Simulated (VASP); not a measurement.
# ScBSbP3 (Pmmm) in VASP: further runs, part 2 of 2

VASP 6.6.1. The steps go on from the part before.

## (3) Relaxation of cell and atoms, PBE

This run uses another cell than the first one, of 19.04 Å³/atom, 0.848 times its volume.

File INCAR:

```
SYSTEM = ScBSbP3
PREC = Accurate
ENCUT = 600
EDIFF = 1E-6
ISMEAR = 0
SIGMA = 0.1
LREAL = .FALSE.
LASPH = .TRUE.
NELM = 60
ALGO = Normal
ISIF = 3
LWAVE = .FALSE.
LCHARG = .FALSE.
GGA = PE
IBRION = 2
NSW = 90
EDIFFG = -0.04
```

File KPOINTS:

```
regular mesh
0
G
  4 4 4
  0 0 0
```

File POSCAR:

```
ScBSbP3
1.0
    4.1445669200      0.0000000000      0.0000000000
    0.0000000000      4.4270495000      0.0000000000
    0.0000000000      0.0000000000      6.2251244800
Sc B Sb P
1 1 1 3
Direct
    0.0000000000      0.0000000000      0.0000000000
    0.0000000000      0.0000000000      0.5000000000
    0.5000000000      0.0000000000      0.5000000000
    0.5000000000      0.5000000000      0.7068227900
    0.5000000000      0.5000000000      0.2931772100
    0.5000000000      0.5000000000      0.0000000000
```

Potentials or basis: VASP PAW PBE potentials, release 64 (Sc_sv, B, Sb, P).

Command:

```sh
cat potpaw_PBE.64/Sc_sv/POTCAR potpaw_PBE.64/B/POTCAR potpaw_PBE.64/Sb/POTCAR potpaw_PBE.64/P/POTCAR > POTCAR
mpirun -np 1 vasp_std > vasp.out
```

OUTCAR:

```text
SYSTEM = ScBSbP3
   PREC = Accurate
   ENCUT = 600
   EDIFF = 1E-6
   ISMEAR = 0
   LREAL = .FALSE.
   LASPH = .TRUE.
   NELM = 60
   ISIF = 3
   GGA = PE
   IBRION = 2
   NSW = 90
   EDIFFG = -0.04

 ion  position               nearest neighbor table
   1  0.000  0.000  0.000-   6 3.03   6 3.03   6 3.03   6 3.03
   2  0.000  0.000  0.500-   3 2.07   3 2.07
   3  0.500  0.000  0.500-   2 2.07   2 2.07   5 2.56   4 2.56   5 2.56   4 2.56
   4  0.500  0.500  0.707-   6 1.83   3 2.56   3 2.56   5 2.57
   5  0.500  0.500  0.293-   6 1.83   3 2.56   3 2.56   4 2.57
   6  0.500  0.500  0.000-   4 1.83   5 1.83   1 3.03   1 3.03   1 3.03   1 3.03

  LATTYP: Found a simple orthorhombic cell.
 ALAT       =     4.1445669200
 B/A-ratio  =     1.0681573215
 C/A-ratio  =     1.5019963726

  Lattice vectors:

[... 193 lines left out ...]
 cond. band min:       6.9015673831   @ k =   0.2500   0.2500   0.0000
 fundamental gap:      0.0329002262
 Fermi energy:         6.8708574698
[... 1274 lines left out ...]
  FREE ENERGIE OF THE ION-ELECTRON SYSTEM (eV)
  ---------------------------------------------------
  free  energy   TOTEN  =       -27.7692443702 eV

  energy  without entropy=      -27.7555731658  energy(sigma->0) =      -27.76240877

[... ionic steps 4 to 8 ...]

--------------------------------------- Ionic step        9  -------------------------------------------

 number of electron      33.9999997 magnetization

------------------------ aborting loop because EDIFF is reached ----------------------------------------
[... 75 lines left out ...]
--------------------------------------- Ionic step       11  -------------------------------------------

 number of electron      33.9999996 magnetization

 Free energy of the ion-electron system (eV)
  ---------------------------------------------------
  ext. energy  EPLUGINS =         0.00000000
  ---------------------------------------------------
  free energy    TOTEN  =       -27.78519344 eV

  energy without entropy =      -27.77113881  energy(sigma->0) =      -27.77816613

 E-fermi :   5.1921     XC(G=0):  -9.3322

 val. band max:        5.1735942624   @ k =   0.0000   0.2500   0.5000
 cond. band min:       5.1969887455   @ k =   0.0000   0.5000   0.2500
 fundamental gap:      0.0233944832
 Fermi energy:         5.1920733012
[... 609 lines left out ...]
  FREE ENERGIE OF THE ION-ELECTRON SYSTEM (eV)
  ---------------------------------------------------
  free  energy   TOTEN  =       -27.7851934449 eV

  energy  without entropy=      -27.7711388145  energy(sigma->0) =      -27.77816613

 reached required accuracy - stopping structural energy minimisation
```

OSZICAR:

```text
N       E                     dE             d eps       ncg     rms          rms(c)
DAV:   1     0.312978443110E+03    0.31298E+03   -0.14994E+04  1142   0.163E+03
DAV:   2     0.167662505689E+02   -0.29621E+03   -0.29094E+03  1166   0.422E+02
DAV:   3    -0.273071968701E+02   -0.44073E+02   -0.42477E+02  1836   0.133E+02
DAV:   4    -0.304345962272E+02   -0.31274E+01   -0.30241E+01  1682   0.310E+01
[... 133 lines left out ...]
DAV:   3    -0.277852546746E+02    0.11159E-03   -0.77728E-04  1799   0.169E-01    0.564E-02
DAV:   4    -0.277852197485E+02    0.34926E-04   -0.51441E-04  1948   0.151E-01    0.328E-02
DAV:   5    -0.277851953108E+02    0.24438E-04   -0.15324E-04  1988   0.730E-02    0.920E-03
DAV:   6    -0.277851937815E+02    0.15292E-05   -0.68248E-06  1387   0.169E-02    0.378E-03
DAV:   7    -0.277851934449E+02    0.33662E-06   -0.13928E-06   913   0.944E-03
  11 F= -.27785193E+02 E0= -.27778166E+02  d E =-.148798E-02
```

CONTCAR:

```text
ScBSbP3
   1.00000000000000
     4.2317595281165357   -0.0000000000000000    0.0000000000000000
    -0.0000000000000000    4.6429726134900680    0.0000000000000000
     0.0000000000000000    0.0000000000000000    6.8718879565821451
  Sc              B               Sb              P
     1     1     1     3
Direct
     0.0000000000000000    0.0000000000000000    0.0000000000000000
     0.0000000000000000    0.0000000000000000    0.5000000000000000
     0.5000000000000000    0.0000000000000000    0.5000000000000000
     0.5000000000000000    0.5000000000000000    0.6785566594399171
     0.5000000000000000    0.5000000000000000    0.3214433405600827
     0.5000000000000000    0.5000000000000000    0.0000000000000000

  0.00000000E+00  0.00000000E+00  0.00000000E+00
  0.00000000E+00  0.00000000E+00  0.00000000E+00
  0.00000000E+00  0.00000000E+00  0.00000000E+00
  0.00000000E+00  0.00000000E+00  0.00000000E+00
  0.00000000E+00  0.00000000E+00  0.00000000E+00
  0.00000000E+00  0.00000000E+00  0.00000000E+00
```

Run time: 16 min. Hardware: 1 thread of Oxide Virtual Turin-like, shared host; peak memory 0.29 GiB.

What came out:

```yaml
Free_energy: -27.7852 eV
Relaxed_volume: 22.50 Å³/atom
Relaxed_cell: a = 4.232 Å, b = 4.643 Å, c = 6.872 Å, α = 90.00°, β = 90.00°, γ = 90.00°
Space_group_after_relaxing_to_0.05_Å: Pmmm (No. 47)
Energy_gained_by_relaxing: 395.1 meV/atom
Ionic_steps: 11
Pressure_after_relaxing: 0.0 GPa
Band_gap_on_the_k_mesh: zero (band 17 reaches 5.62 eV, above the bottom of band 18 at 4.47 eV)
```

Forces in eV/Å, atoms in the order of the input:
```
Sc   0.000  0.000  0.000
B    0.000  0.000  0.000
Sb   0.000  0.000  0.000
P    0.000  0.000 -0.003
P    0.000  0.000  0.003
P    0.000  0.000  0.000
```

Step by step:
| step | energy change (eV) | largest force (eV/Å) | pressure (GPa) | volume (Å³) |
| --- | --- | --- | --- | --- |
| 1 | 0.0000 | 6.0919 | 21.48 | 114.22 |
| 2 | -1.4078 | 0.4599 | -5.93 | 160.17 |
| 3 | -2.3546 | 0.2183 | -0.09 | 135.23 |
| 4 | -2.3586 | 0.1604 | 0.23 | 134.57 |
| 5 | -2.3601 | 0.0901 | 0.61 | 133.82 |
| 6 | -2.3673 | 0.0519 | -0.15 | 135.32 |
| 7 | -2.3673 | 0.0618 | -0.20 | 135.43 |
| 8 | -2.3687 | 0.0859 | -0.04 | 135.11 |
| 9 | -2.3691 | 0.1032 | 0.10 | 134.85 |
| 10 | -2.3701 | 0.0553 | 0.06 | 134.94 |
| 11 | -2.3706 | 0.0027 | 0.03 | 135.02 |

Final structure:
```yaml
crystal:
  lattice:
    - [4.23176, 0.00000, 0.00000]
    - [0.00000, 4.64297, 0.00000]
    - [0.00000, 0.00000, 6.87189]
  atoms:
    - { symbol: Sc, position: [0.00000, 0.00000, 0.00000] }
    - { symbol: B, position: [0.00000, 0.00000, 0.50000] }
    - { symbol: Sb, position: [0.50000, 0.00000, 0.50000] }
    - { symbol: P, position: [0.50000, 0.50000, 0.67856] }
    - { symbol: P, position: [0.50000, 0.50000, 0.32144] }
    - { symbol: P, position: [0.50000, 0.50000, 0.00000] }
```

Caveat: the k points lie up to 0.37 Å⁻¹ apart in the final cell; the volume moved by over 15 % at a fixed basis, so the end points are rough; spin-orbit coupling is left out, which moves the levels of the heavy elements.

## (4) Single point, PBE

This run uses another cell than the first one, of 21.45 Å³/atom, 0.955 times its volume.

File INCAR:

```
SYSTEM = ScBSbP3
  ALGO = Normal
  EDIFF = 1E-6
  ENCUT = 520
  GGA = PE
  ISIF = 2
  ISMEAR = 0
  LASPH = .TRUE.
  LCHARG = .FALSE.
  LREAL = .FALSE.
  LWAVE = .FALSE.
  NBANDS = 26
  NELM = 60
  PREC = Accurate
  SIGMA = 0.1
```

File KPOINTS:

```
k-points
0
G
  10 8 6
  0 0 0
```

File POSCAR:

```
ScBSbP3
1.0
    4.2141534302      0.0000000000      0.0000000000
    0.0000000000      3.5269535664      0.0000000000
    0.0000000000      0.0000000000      8.6572222079
Sc B Sb P
1 1 1 3
Direct
    0.0000000000      0.0000000000      0.0000000000
    0.0000000000      0.0000000000      0.5000000000
    0.5000000000      0.0000000000      0.5000000000
    0.5000000000      0.5000000000      0.7385867402
    0.5000000000      0.5000000000      0.2614132598
    0.5000000000      0.5000000000      0.0000000000
```

Command:

```sh
cat potpaw_PBE.64/Sc_sv/POTCAR potpaw_PBE.64/B/POTCAR potpaw_PBE.64/Sb/POTCAR potpaw_PBE.64/P/POTCAR > POTCAR
mpirun -np 1 vasp_std > vasp.out
```

It took 7.3 min on 1 thread of Oxide Virtual Turin-like, shared host; peak memory 0.51 GiB.

Results (log left out):

* Free energy: -29.0475 eV
* Pressure: 0.2 GPa
* Largest force: 0.033 eV/Å
* Band gap on the k mesh: zero (band 17 reaches 6.27 eV, above the bottom of band 18 at 4.87 eV)

Forces in eV/Å, atoms in the order of the input:
```
Sc   0.000  0.000  0.000
B    0.000  0.000  0.000
Sb   0.000  0.000  0.000
P    0.000  0.000  0.033
P    0.000  0.000 -0.033
P    0.000  0.000  0.000
```

Stress tensor (GPa, compression positive):
```
 0.54  0.00  0.00
 0.00  0.03  0.00
 0.00  0.00 -0.09
```

Levels at points of the mesh, in eV from the Fermi level:
```csv
k point,band 14,band 15,band 16,band 17,band 18,band 19,band 20,band 21
"(0.00, 0.00, 0.00)",-1.45,-0.82,-0.57,-0.13,-0.01,0.99,1.00,1.01
"(0.50, 0.00, 0.00)",-1.14,-0.60,0.22,0.55,0.88,1.05,1.28,1.64
"(0.00, 0.50, 0.00)",-3.53,-2.04,-0.37,-0.12,0.23,0.26,0.74,0.98
"(0.50, 0.50, 0.00)",-2.97,-2.29,-2.10,-0.39,-0.23,0.13,1.00,1.25
"(0.00, 0.00, 0.50)",-1.36,-1.01,-0.97,-0.82,0.17,0.42,0.99,1.05
"(0.50, 0.00, 0.50)",-2.22,-1.38,-1.13,0.98,1.02,1.08,1.54,1.55
"(0.00, 0.50, 0.50)",-2.94,-0.96,-0.56,-0.49,0.27,0.52,0.86,1.09
"(0.50, 0.50, 0.50)",-3.03,-2.45,-0.70,-0.47,-0.21,-0.04,0.58,1.24
```

Caveat: spin-orbit coupling is left out, which moves the levels of the heavy elements.

## (5) The runs side by side

| task | cell | k mesh | cutoff (eV) | gap on the mesh (eV) | pressure (GPa) | largest force (eV/Å) |
| --- | --- | --- | --- | --- | --- | --- |
| single point | a = 4.220, b = 4.641, c = 6.877 Å, 6 atoms | 4 × 4 × 4 | 520 | none | 0.2 | 0.03 |
| relaxation of cell and atoms | relaxed from a = 4.145, b = 4.427, c = 6.225 Å, 6 atoms | 4 × 4 × 4 | 600 | none | 0.0 | - |
| single point | a = 4.214, b = 3.527, c = 8.657 Å, 6 atoms | 10 × 8 × 6 | 520 | none | 0.2 | 0.03 |

Alike in all rows: level PBE; potentials or basis VASP PAW PBE potentials, release 64 (Sc_sv, B, Sb, P); no spin polarisation; smearing gaussian 0.1 eV.

Caveats: some runs use coarse meshes; spin-orbit coupling is left out, which moves the levels of the heavy elements; the volume moved by over 15 % at a fixed basis, so the end points are rough (some runs).

Total energies depend on the potentials used, so only differences within one code and one set of settings carry meaning.
